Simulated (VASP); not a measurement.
Input of a VASP 6.6.1 run:

Contents of POSCAR:

```
KMgF3
1.0
    3.8210289988      0.0000000000      0.0000000000
    0.0000000000      3.8210289988      0.0000000000
    0.0000000000      0.0000000000      3.8210289988
K Mg F
1 1 3
Direct
    0.0000000000      0.0000000000      0.0000000000
    0.5000000000      0.5000000000      0.5000000000
    0.5000000000      0.5000000000      0.0000000000
    0.5000000000      0.0000000000      0.5000000000
    0.0000000000      0.5000000000      0.5000000000
```

INCAR.step1

```
SYSTEM = KMgF3
ALGO = Normal
EDIFF = 1E-4
ENCUT = 520
GGA = PE
ISMEAR = 0
LASPH = .True.
LCHARG = .False.
LREAL = .False.
LWAVE = .True.
NBANDS = 24
NELM = 60
PREC = Accurate
SIGMA = 0.01
```

The input INCAR.step2:

```
SYSTEM = KMgF3
ALGO = Normal
EDIFF = 1E-6
ENCUT = 520
ISIF = 2
ISMEAR = 0
ISTART = 1
LASPH = .True.
LCHARG = .False.
LMIXTAU = .True.
LREAL = .False.
LWAVE = .False.
METAGGA = R2SCAN
NBANDS = 24
NELM = 60
PREC = Accurate
SIGMA = 0.01
```

KPOINTS

```
k-points
0
Gamma
  6 6 6
  0 0 0
```

Potentials or basis: VASP PAW PBE potentials, release 64 (K_sv, Mg, F).

Run with:

```bash
$ cat potpaw_PBE.64/K_sv/POTCAR potpaw_PBE.64/Mg/POTCAR potpaw_PBE.64/F/POTCAR > POTCAR
$ cp INCAR.step1 INCAR
$ mpirun -np 1 vasp_std > vasp.out
$ cp INCAR.step2 INCAR
$ mpirun -np 1 vasp_std > vasp.out
```

(1) What does it give for the pressure?

(2) Estimate the band gap on the k mesh.

Results:

(1) 12.1 GPa.

(2) 9.33 eV, indirect (least direct gap 9.65 eV).

Caveat: the cell differs from its parent crystal (strain -4.0%); the PAW data sets were made with another functional, which shifts forces and pressure a little.
